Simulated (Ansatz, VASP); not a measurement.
# Rh in VASP and in Ansatz

INCAR

```
SYSTEM = Rh
PREC = Accurate
ENCUT = 520
EDIFF = 1E-6
ISMEAR = -1
SIGMA = 0.05
LREAL = .False.
LASPH = .True.
NELM = 150
ALGO = Normal
ISIF = 2
LWAVE = .False.
LCHARG = .True.
ISPIN = 2
MAGMOM = 1
LORBIT = 11
LMAXMIX = 4
GGA = PE
LELF = .True.
LVHAR = .True.
NBANDS = 18
```

Contents of KPOINTS:

```
Automatic mesh
0
Gamma
  23 23 23
  0 0 0
```

POSCAR

```
Rh
1.0
    0.0000000000      1.9889556429      1.9889556429
    1.9889556429      0.0000000000      1.9889556429
    1.9889556429      1.9889556429      0.0000000000
Rh
1
Direct
    0.0000000000      0.0000000000      0.0000000000
```

Input for Ansatz:

```yaml
crystal:
  lattice:
    - [0.0, 1.9889556428, 1.9889556428]
    - [1.9889556428, 0.0, 1.9889556428]
    - [1.9889556428, 1.9889556428, 0.0]
  atoms:
    - { symbol: Rh, position: [0.0, 0.0, 0.0], spin: 1.0 }
hamiltonian:
  xc: pbe
  pseudopotentials:
    kind: paw
    azcp:
      Rh: "pseudopotentials/Rh.paw.azcp"
basis:
  ecutwfc: 420
  fft_grid_basis: typed
kpoints:
  mp_grid: { grid: [23, 23, 23], shift: [0, 0, 0] }
magnetization:
  spin_polarized: true
scf:
  occupations: { method: fermi_dirac, width: 0.05 }
output:
  stress: true
```

Alike in both runs: task single point; functional PBE; k mesh 23 × 23 × 23; occupations fermi-dirac, width 0.05 eV; collinear spin.

```csv
,VASP,Ansatz
version,VASP 6.6.1,Ansatz 0.2.0
potentials or method,"VASP PAW PBE potentials, release 64 (Rh_pv), cutoff 520 eV","plane waves (420 eV) with PAW, scalar-relativistic"
valence electrons in the cell,15,17
```

|  | VASP | Ansatz | Ansatz less VASP |
| --- | --- | --- | --- |
| pressure (GPa) | -21.6 | -21.6 | -0.03 |
| net moment per atom (μB) | 0.00 | 0.00 | 0.000 |

VASP's potentials hold 15 valence electrons a cell and Ansatz's 17, so a difference there can come from the potentials and not from the codes. Ansatz's warnings: seeded moment not kept.
